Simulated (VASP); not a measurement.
Here is a VASP 6.6.1 calculation.

File INCAR:

```
ALGO = Normal
EDIFF = 1E-7
ENCUT = 520
GGA = PS
ISIF = 2
ISMEAR = 0
LASPH = True
LCHARG = False
LREAL = False
LWAVE = False
NBANDS = 18
NELM = 100
PREC = Accurate
SIGMA = 0.05
```

Contents of KPOINTS:

```
k-points
0
Gamma
  8 8 8
```

POSCAR

```
BiS
1.0
    0.0000000000      3.2363653601      3.2363653601
    3.2363653601      0.0000000000      3.2363653601
    3.2363653601      3.2363653601      0.0000000000
Bi S
1 1
Direct
    0.0000000000      0.0000000000      0.0000000000
    0.2500000000      0.2500000000      0.2500000000
```

Potentials or basis: VASP PAW PBE potentials, release 64 (Bi_d, S).

Command:

```sh
$ cat potpaw_PBE.64/Bi_d/POTCAR potpaw_PBE.64/S/POTCAR > POTCAR
$ mpirun -np 1 vasp_std > vasp.out
```

(1) What does it give for the pressure?

Answers

(1) -0.9 GPa.

Caveat: the PAW data sets were made with another functional, which shifts forces and pressure a little.
